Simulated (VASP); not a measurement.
A run of VASP 6.6.1 is set up as follows.

Contents of INCAR:

```
ALGO = Normal
EDIFF = 1E-6
ENCUT = 520
GGA = PS
ISIF = 2
ISMEAR = 0
LASPH = T
LCHARG = F
LREAL = F
LWAVE = F
NBANDS = 25
NELM = 100
PREC = Accurate
SIGMA = 0.02
```

KPOINTS

```
k-points
0
Gamma
  6 6 6
```

POSCAR

```
SiO2
1.0
   -2.8783782581      2.8996159909      2.3530747976
    2.8783782581     -2.8996159909      2.3530747976
    2.8783782581      2.8996159909     -2.3530747976
Si O
2 4
Direct
    0.7500000000      0.7500000000      0.0000000000
    0.2500000000      0.2500000000      0.0000000000
    0.8562768184      0.8549426560      0.7112194745
    0.3562768184      0.6450573440      0.0013341624
    0.6437231816      0.3549426560      0.9986658376
    0.1437231816      0.1450573440      0.2887805255
```

Potentials or basis: VASP PAW PBE potentials, release 64 (Si, O).

The run is started by

```console
$ cat potpaw_PBE.64/Si/POTCAR potpaw_PBE.64/O/POTCAR > POTCAR
$ mpirun -np 1 vasp_std > vasp.out
```

Problem. Predict the band gap on the k mesh.

Solution. 4.78 eV, indirect (least direct gap 5.28 eV).

Problem. What does it give for the largest force?

Solution. 0.144 eV/Å.

Problem. Predict the pressure.

Solution. 0.8 GPa.

Stress tensor (GPa, compression positive):
```
0.44 0.00 0.00
0.00 0.37 0.00
0.00 0.00 1.70
```

Caveat: the PAW data sets were made with another functional, which shifts forces and pressure a little. Expect the measured gap to be larger: semilocal functionals such as PBEsol lack the derivative discontinuity.
